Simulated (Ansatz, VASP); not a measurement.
# One calculation of Te3As5, two programs

```
Te As
1.0
     5.82688    0.00000    0.00000
     0.00000    5.82688    0.00000
     0.00000    0.00000    5.82688
Te As
3 5
Direct
  0.50000 0.00000 0.00000
  0.00000 0.50000 0.00000
  0.00000 0.00000 0.50000
  0.00000 0.50000 0.50000
  0.50000 0.00000 0.50000
  0.50000 0.50000 0.00000
  0.00000 0.00000 0.00000
  0.50000 0.50000 0.50000
```

Alike in both runs: functional PBE; k mesh 4 × 4 × 4; occupations gaussian, width 0.1 eV; no spin polarisation.

Ansatz relaxed the structure, and its values are those at the end. VASP's run is a single point on that final structure, the one shown.

|  | VASP | Ansatz |
| --- | --- | --- |
| version | VASP 6.6.1 | Ansatz 0.2.0 |
| potentials or method | VASP PAW PBE potentials, release 64 (Te, As), cutoff 520 eV | scalar-relativistic, plane waves, PAW |
| valence electrons in the cell | 43 | 123 |

|  | VASP | Ansatz | Ansatz less VASP |
| --- | --- | --- | --- |
| gap on the k mesh at the Fermi level (eV) | none | none | - |
| pressure (GPa) | 0.0 | 0.0 | -0.03 |

A gap of «none» marks a metal or a gap that the smearing closes. VASP's potentials hold 43 valence electrons a cell and Ansatz's 123, so a difference there can come from the potentials and not from the codes.

Neither program's run includes spin-orbit coupling. Noted on VASP's run: too few bands were computed for a metal, which touches its energy and stress.
